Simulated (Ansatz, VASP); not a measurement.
Pt: VASP beside Ansatz

```xyz
1
Lattice="2.6246 0.0000 0.0000 0.0000 2.6246 0.0000 0.0000 0.0000 2.6246" Properties=species:S:1:pos:R:3 pbc="T T T"
Pt    0.0000    0.0000    0.0000
```

Alike in both runs: functional PBE; k mesh 12 × 12 × 12; occupations fermi-dirac, width 0.05 eV; collinear spin.

Ansatz relaxed the structure, and its values are those at the end. VASP's run is a single point on that final structure, the one shown.

```csv
,VASP,Ansatz
version,VASP 6.6.1,Ansatz 0.2.0
potentials or method,"VASP PAW PBE potentials, release 64 (Pt), cutoff 520 eV","plane waves (420 eV) with PAW, scalar-relativistic"
valence electrons in the cell,10,18
```

```tsv
	VASP	Ansatz	Ansatz less VASP
pressure (GPa)	-0.5	0.0	+0.49
net moment per atom (μB)	0.00	0.00	-0.001
```

VASP's potentials hold 10 valence electrons a cell and Ansatz's 18, so a difference there can come from the potentials and not from the codes. Ansatz's warnings: seeded moment not kept.

Neither program's run includes spin-orbit coupling.
